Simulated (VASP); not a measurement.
# Fe (Fm-3m) in VASP: notebook

The runs below take Fe through single point, with PBE.

All numbers are computed with VASP 6.6.1; they aren't measurements. Logs are shortened: lines on timing, memory, paths and dates and some standing lists are left out, and cuts for length are marked.

## 1. The cell of the first run

The structure is cubic, space group Fm-3m (No. 225). The conventional cell has a = 3.591 Å, b = 3.591 Å, c = 3.591 Å, α = 90.00°, β = 90.00°, γ = 90.00°. Fe (site symmetry m-3m) has 12 Fe at 2.54 Å within 3.4 Å.

## 2. Single point, PBE, collinear spin, ferromagnetic start

File INCAR:

```
PREC = Accurate
ENCUT = 520
EDIFF = 1E-7
ISMEAR = -1
SIGMA = 0.1
LREAL = F
LASPH = T
NELM = 150
ALGO = Normal
ISIF = 2
LWAVE = F
LCHARG = F
ISPIN = 2
MAGMOM = 4 4
LORBIT = 11
LMAXMIX = 4
GGA = PE
NBANDS = 19
```

File KPOINTS:

```
Automatic mesh
0
Gamma
  7 14 14
```

File POSCAR:

```
Fe
1.0
    0.0000000000      3.5910000000      3.5910000000
    1.7955000000      0.0000000000      1.7955000000
    1.7955000000      1.7955000000      0.0000000000
Fe
2
Direct
    0.0000000000      0.0000000000      0.0000000000
    0.5000000000      0.0000000000      0.0000000000
```

Potentials or basis: VASP PAW PBE potentials, release 64 (Fe).

Launch:

```sh
cat potpaw_PBE.64/Fe/POTCAR > POTCAR
mpirun -np 1 vasp_std > vasp.out
```

OUTCAR:

```text
PREC = Accurate
   ENCUT = 520
   EDIFF = 1E-7
   ISMEAR = -1
   LREAL = F
   LASPH = T
   NELM = 150
   ISIF = 2
   ISPIN = 2
   LORBIT = 11
   GGA = PE

 ion  position               nearest neighbor table
   1  0.000  0.000  0.000-   2 2.54   2 2.54   2 2.54   2 2.54   2 2.54   2 2.54
   2  0.500  0.000  0.000-   1 2.54   1 2.54   1 2.54   1 2.54   1 2.54   1 2.54

  LATTYP: Found a trigonal (rhomboedric) cell.
 ALAT       =     4.3980588332
 COS(alpha) =     0.8333333333

  Lattice vectors:

 A1 = (   1.7955000000,  -1.7955000000,  -3.5910000000)
 A2 = (   3.5910000000,  -1.7955000000,  -1.7955000000)
 A3 = (   1.7955000000,  -3.5910000000,  -1.7955000000)

Analysis of symmetry for initial positions (statically):
=====================================================================
 Subroutine PRICEL returns following result:

  LATTYP: Found a face centered cubic cell.
 ALAT       =     3.5910000000
[... 12 lines left out ...]
 Subroutine GETGRP returns: Found 12 space group operations
 (whereof 12 operations were pure point group operations)
 out of a pool of 12 trial point group operations.

The static configuration has the point symmetry D_3d.

Analysis of symmetry for dynamics (positions and initial velocities):
=====================================================================
 Subroutine PRICEL returns following result:

  LATTYP: Found a face centered cubic cell.
 ALAT       =     3.5910000000
[... 12 lines left out ...]
 Subroutine GETGRP returns: Found 12 space group operations
 (whereof 12 operations were pure point group operations)
 out of a pool of 12 trial point group operations.

The dynamic configuration has the point symmetry D_3d.

Analysis of structural, dynamic, and magnetic symmetry:
=====================================================================
 Subroutine PRICEL returns following result:

  LATTYP: Found a face centered cubic cell.
 ALAT       =     3.5910000000
[... 12 lines left out ...]
 Subroutine GETGRP returns: Found 12 space group operations
 (whereof 12 operations were pure point group operations)
 out of a pool of 12 trial point group operations.

The overall configuration has the point symmetry D_3d.

 Subroutine INISYM returns: Found 12 space group operations
 (whereof 12 operations are pure point group operations),
 and found     2 'primitive' translations

----------------------------------------------------------------------------------------

                                     Primitive cell

  volume of cell :      11.5767

  direct lattice vectors                    reciprocal lattice vectors
     0.000000000  1.795500000  1.795500000    -0.278473963  0.278473963  0.278473963
     1.795500000  0.000000000  1.795500000     0.278473963 -0.278473963  0.278473963
     1.795500000  1.795500000  0.000000000     0.278473963  0.278473963 -0.278473963

  length of vectors
     2.539220451  2.539220451  2.539220451     0.482331052  0.482331052  0.482331052

  position of ions in fractional coordinates (direct lattice)
     0.000000000  0.000000000  0.000000000

  ion indices of the primitive-cell ions
   primitive index   ion index
                 1           1

----------------------------------------------------------------------------------------

 KPOINTS: Automatic mesh

Automatic generation of k-mesh.
 Grid dimensions read from file:
 generate k-points for:    7   14   14

 Generating k-lattice:

  Cartesian coordinates                     Fractional coordinates (reciprocal lattice)
    -0.019890997  0.019890997  0.019890997     0.142857143  0.000000000  0.000000000
     0.019890997 -0.019890997  0.019890997     0.000000000  0.071428571  0.000000000
     0.019890997  0.019890997 -0.019890997     0.000000000  0.000000000  0.071428571

  Length of vectors
     0.034452218  0.034452218  0.034452218

  Shift w.r.t. Gamma in fractional coordinates (k-lattice)
     0.000000000  0.000000000  0.000000000

[... 12 lines left out ...]
|        The reciprocal lattice is rhombohedral (trigonal),                   |
|        whereas your k-lattice is body-centered cubic.                       |
|                                                                             |
|     Results are often still useful ...                                      |
|                                                                             |
 -----------------------------------------------------------------------------

 Subroutine IBZKPT returns following result:
 ===========================================

 Found    144 irreducible k-points:

 Following reciprocal coordinates:
            Coordinates               Weight
  0.000000  0.000000  0.000000      1.000000
  0.142857  0.000000  0.000000      2.000000
  0.285714  0.000000  0.000000      2.000000
  0.428571  0.000000  0.000000      2.000000
  0.000000  0.071429  0.000000      6.000000
  0.142857  0.071429  0.000000      6.000000
[... 16 lines left out ...]
 -0.428571  0.214286  0.000000      6.000000
 -0.285714  0.214286  0.000000      6.000000
 [... further k-points ...]
   k-points           NKPTS =    144   k-points in BZ     NKDIM =    144   number of bands    NBANDS=     19
   number of dos      NEDOS =    301   number of ions     NIONS =      2
   total plane-waves  NPLWV =  16000
   dimension x,y,z NGX =    40 NGY =   20 NGZ =   20
   dimension x,y,z NGXF=    80 NGYF=   40 NGZF=   40
   ions per type =               2
   NGX,Y,Z   is equivalent  to a cutoff of  13.09, 13.09, 13.09 a.u.
   NGXF,Y,Z  is equivalent  to a cutoff of  26.19, 26.19, 26.19 a.u.
 SYSTEM =  unknown system
   PREC   = accura    normal or accurate (medium, high low for compatibility)
   ISTART =      0    job   : 0-new  1-cont  2-samecut
   ICHARG =      2    charge: 1-file 2-atom 10-const
   ISPIN  =      2    spin polarized calculation?
   LNONCOLLINEAR =      F non collinear calculations
   LSORBIT =      F    spin-orbit coupling
   LASPH  =      T    aspherical Exc in radial PAW
   ENCUT  =  520.0 eV  38.22 Ry    6.18 a.u.   9.44  4.72  4.72*2*pi/ulx,y,z
   NELM   =    150;   NELMIN=  2; NELMDL= -5     # of ELM steps
   EDIFF  = 0.1E-06   stopping-criterion for ELM
   LREAL  =      F    real-space projection
   EDIFFG = 0.1E-05   stopping-criterion for IOM
   NSW    =      0    number of steps for IOM
   IBRION =     -1    ionic relax: 0-MD 1-quasi-New 2-CG
   NFREE  =      0    steps in history (QN), initial steepest desc. (CG)
   ISIF   =      2    stress and relaxation
   ISYM   =      2    0-nonsym 1-usesym 2-fastsym
   POTIM  = 0.5000    time-step for ionic-motion
   TEBEG  =    0.0;   TEEND  =   0.0 temperature during run
   PSTRESS=    0.0 pullay stress
   NELECT =      16.0000    total number of electrons
   NUPDOWN=      -1.0000    fix difference up-down
   EMIN   =  10.00;   EMAX   =-10.00  energy-range for DOS
   EFERMI =   0.00;   METHOD = LEGACY
   ISMEAR =    -1;   SIGMA  =   0.10  broadening in eV -4-tet -1-fermi 0-gaus
   EFERMI_NEDOS =   21; number of points for ismear=-14 and -15
   IALGO  =     38    algorithm
   IMIX   =      4    mixing-type and parameters
     AMIX     =   0.40;   BMIX     =  1.00
     AMIX_MAG =   1.60;   BMIX_MAG =  1.00
  volume/ion in A,a.u.               =      11.58        78.12
  Fermi-wavevector in a.u.,A,eV,Ry     =   1.447358  2.735111 28.502115  2.094846
  Thomas-Fermi vector in A             =   2.565322
   LORBIT       =     11    0 simple, 1 ext, 2 COOP (PROOUT), +10 PAW based schemes
   GGA     = PE    functional components
   LHFCALC =     F    Hartree Fock is set to
   AEXX    =    0.0000 exact exchange contribution
   IVDW    =     0    specifies the selected vdW correction
   LEPSILON=     F    determine dielectric tensor
   LRPA    =     F    only Hartree local field effects (RPA)
 spin polarized calculation
  energy-cutoff  :      520.00
  volume of cell :       23.15
 maximum number of plane-waves:       636
 NGX is ok and might be reduce to    40
   NGX = 19   NGY =  9   NGZ =  9

 number of electron      16.0000001 magnetization       4.8800536

 Free energy of the ion-electron system (eV)
  ---------------------------------------------------
  ext. energy  EPLUGINS =         0.00000000
  ---------------------------------------------------
  free energy    TOTEN  =       -16.19991913 eV

  energy without entropy =      -16.10408474  energy(sigma->0) =      -16.15200194

 E-fermi :   5.7736     XC(G=0): -12.9986

 val. band max:        5.7714609377   @ k =   0.1429   0.1429   0.0714
 cond. band min:       5.7821514298   @ k =   0.0000   0.3571   0.0000
 fundamental gap:      0.0106904922
 Fermi energy:         5.7736124923

 spin component 1

 k-point     1 :       0.0000    0.0000    0.0000
  band No.  band energies     occupation
      1      -2.7264      1.00000
      2       0.8474      1.00000
      3       3.2287      1.00000
      4       3.2287      1.00000
      5       3.4068      1.00000
      6       3.4068      1.00000
[... 517 lines left out ...]
     18      27.5487      0.00000
     19      30.5904      0.00000

 [... further k-points ...]

 spin component 2

 k-point     1 :       0.0000    0.0000    0.0000
  band No.  band energies     occupation
      1      -2.4840      1.00000
      2       2.1750      1.00000
      3       5.6131      0.83280
      4       5.6131      0.83272
      5       5.6131      0.83271
      6       5.6427      0.78741
[... 517 lines left out ...]
     18      28.1118      0.00000
     19      30.7263      0.00000

 [... further k-points ...]
[... 5 lines left out ...]
  --------------------------------------------------------------------------------------
  -------------------------------------------------------------------------------------
  Total        0.6730707      0.6730707      0.6730707     -0.0000953      0.0000953     -0.0000953
  in kB       46.5752349     46.5752349     46.5752349     -0.0065915      0.0065915     -0.0065915
  external PRESSURE =      46.5752349 kB  Pullay stress =       0.0000000 kB

 VOLUME and BASIS-vectors are now :
 -----------------------------------------------------------------------------
  energy-cutoff  :      520.00
  volume of cell :       23.15
      direct lattice vectors                 reciprocal lattice vectors
     0.000000000  3.591000000  3.591000000    -0.139236981  0.139236981  0.139236981
     1.795500000  0.000000000  1.795500000     0.278473963 -0.278473963  0.278473963
     1.795500000  1.795500000  0.000000000     0.278473963  0.278473963 -0.278473963

 POSITION                                       TOTAL-FORCE (eV/Angst)
 -----------------------------------------------------------------------------------
      0.00000      0.00000      0.00000        -0.000000     -0.000000     -0.000000
      0.00000      1.79550      1.79550         0.000000      0.000000      0.000000
 -----------------------------------------------------------------------------------
    total drift:                               -0.000000     -0.000000     -0.000000

  FREE ENERGIE OF THE ION-ELECTRON SYSTEM (eV)
  ---------------------------------------------------
  free  energy   TOTEN  =       -16.1999191341 eV

  energy  without entropy=      -16.1040847388  energy(sigma->0) =      -16.15200194

 total charge

# of ion       s       p       d       tot
------------------------------------------
    1        0.487   0.528   6.216   7.231
    2        0.487   0.528   6.216   7.231
--------------------------------------------------
tot          0.974   1.056  12.433  14.463

 magnetization (x)

# of ion       s       p       d       tot
------------------------------------------
    1       -0.017  -0.047   2.496   2.431
    2       -0.017  -0.047   2.496   2.431
--------------------------------------------------
tot         -0.034  -0.094   4.991   4.863
```

Run time: 1.7 min. Hardware: 1 thread of Intel Xeon 6975P-C, shared host; peak memory 0.22 GiB.

Results:

```yaml
Free_energy: -16.1999 eV
Pressure: 4.7 GPa
Net_moment: 4.88 μB per cell
Site_moments: Fe +2.43 μB
Valence_electrons_inside_the_program's_atomic_spheres: Fe 7.23
```

## 3. Single point, PBE, collinear spin

File INCAR:

```
PREC = Accurate ; ENCUT = 520
EDIFF = 1E-6 ; ISMEAR = -1
SIGMA = 0.1 ; LREAL = F
LASPH = T ; NELM = 150
ALGO = Normal ; ISIF = 2
LWAVE = F ; LCHARG = F
ISPIN = 2 ; MAGMOM = 4 0
LORBIT = 11 ; LMAXMIX = 4
GGA = PE ; NBANDS = 19
```

File KPOINTS:

```
regular mesh
0
Gamma
  7 14 14
```

POSCAR is that of step 2.

Potentials or basis: VASP PAW PBE potentials, release 64 (Fe).

Launch:

```sh
cat potpaw_PBE.64/Fe/POTCAR > POTCAR
mpirun -np 1 vasp_std > vasp.out
```

Wall time 2.4 min (1 thread of Intel Xeon 6975P-C, shared host); peak memory 0.22 GiB.

It converged, with:

```
Free energy                                           : -16.0826 eV
Pressure                                              : -16.4 GPa
Net moment                                            : 1.80 μB per cell
Site moments                                          : Fe +1.90, -0.10 μB
Valence electrons inside the program's atomic spheres : Fe 7.21, 7.24
```

Stress tensor (GPa, compression positive):
```
-16.43  -0.29  -0.29
 -0.29 -16.43   0.29
 -0.29   0.29 -16.43
```

Levels at points of the mesh, in eV from the Fermi level:
Spin up:
| k point | band 6 | band 7 | band 8 | band 9 | band 10 | band 11 | band 12 | band 13 |
| --- | --- | --- | --- | --- | --- | --- | --- | --- |
| (0.00, 0.00, 0.00) | -1.75 | -1.75 | -0.73 | -0.73 | 0.04 | 0.58 | 0.58 | 6.85 |
| (0.00, 0.50, 0.00) | -0.20 | 0.04 | 0.22 | 0.42 | 0.72 | 0.97 | 2.78 | 6.87 |
Spin down:
```
           k point  band 5  band 6  band 7  band 8  band 9  band 10
(0.00, 0.00, 0.00)   -1.08   -0.85   -0.85    0.09    0.48     0.48
(0.00, 0.50, 0.00)   -0.97    0.11    0.92    1.22    1.46     1.47
```
